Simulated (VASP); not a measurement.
A run of VASP 6.6.1 is set up as follows.

File INCAR:

```
PREC = Accurate ; ENCUT = 520
EDIFF = 1E-6 ; ISMEAR = 0
SIGMA = 0.1 ; LREAL = F
LASPH = T ; NELM = 60
ALGO = Fast ; ISIF = 2
LWAVE = F ; LCHARG = F
GGA = PE ; NBANDS = 25
```

Contents of KPOINTS:

```
Automatic mesh
0
Gamma
  10 10 14
```

The input POSCAR:

```
Ti
1.0
    4.5184582462     -0.0131083658      0.0456737483
   -2.2705813008      3.9124153134     -0.0169827895
    0.0282624427      0.0041828415      2.8344686408
Ti
3
Direct
   -0.0045832881     -0.0194262991     -0.0377745127
    0.3408887320      0.7073370041      0.4989031380
    0.6636958201      0.3120918231      0.5388749130
```

Potentials or basis: VASP PAW PBE potentials, release 64 (Ti_sv).

Command:

```bash
$ cat potpaw_PBE.64/Ti_sv/POTCAR > POTCAR
$ mpirun -np 1 vasp_std > vasp.out
```

Question: Estimate the largest force.

Answer: 1.510 eV/Å.

Question: Estimate the band gap on the k mesh.

Answer: Zero (band 18 reaches 8.88 eV, above the bottom of band 19 at 8.27 eV).

Question: What does it give for the pressure?

Answer: 4.6 GPa.

Forces on the atoms (eV/Å):
```
Ti  -0.318  0.367  0.900
Ti   0.310 -1.440 -0.332
Ti   0.009  1.072 -0.568
```

Caveat: the cell differs from its parent crystal (atoms moved at random and the cell strained at random); forces of over 1 eV/Å act on the atoms, so gaps and moduli don't describe the material at rest.
